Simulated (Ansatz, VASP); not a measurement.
In3SbAs2 in VASP and in Ansatz

```
CELL_PARAMETERS angstrom
4.47338 0.00008 0.00004
-2.23662 3.87404 -0.00009
0.00028 -0.00056 22.07832
ATOMIC_POSITIONS crystal
In 0.66651 0.33352 0.16023
In 0.66654 0.33357 0.50005
In 0.66669 0.33294 0.84055
In 0.33346 0.66657 0.00005
In 0.33401 0.66712 0.34057
In 0.33278 0.66629 0.66021
Sb 0.66733 0.33377 0.29061
Sb 0.33332 0.66627 0.79059
As 0.66614 0.33299 0.62218
As 0.66679 0.33321 0.96188
As 0.33318 0.66682 0.12219
As 0.33324 0.66691 0.46189
```

Change from the starting cell: cell x1, atoms moved at random (sigma 0.1 Å) and cell strained at random (1.5 %), then relaxed without symmetry.

Alike in both runs: functional PBE; k mesh 6 × 6 × 1; occupations gaussian, width 0.2 eV; no spin polarisation.

Ansatz relaxed the structure, and its values are those at the end. VASP's run is a single point on that final structure, the one shown.

```csv
,VASP,Ansatz
version,VASP 6.6.1,Ansatz 0.2.0
potentials or method,"VASP PAW PBE potentials, release 64 (In_d, Sb, As), cutoff 520 eV","scalar-relativistic, plane waves, PAW"
valence electrons in the cell,108,168
```

```csv
,VASP,Ansatz,Ansatz less VASP
gap on the k mesh at the Fermi level (eV),none,none,-
pressure (GPa),0.0,0.0,-0.02
```

A gap of «none» marks a metal or a gap that the smearing closes. VASP's potentials hold 108 valence electrons a cell and Ansatz's 168, so a difference there can come from the potentials and not from the codes.

Neither program's run includes spin-orbit coupling.
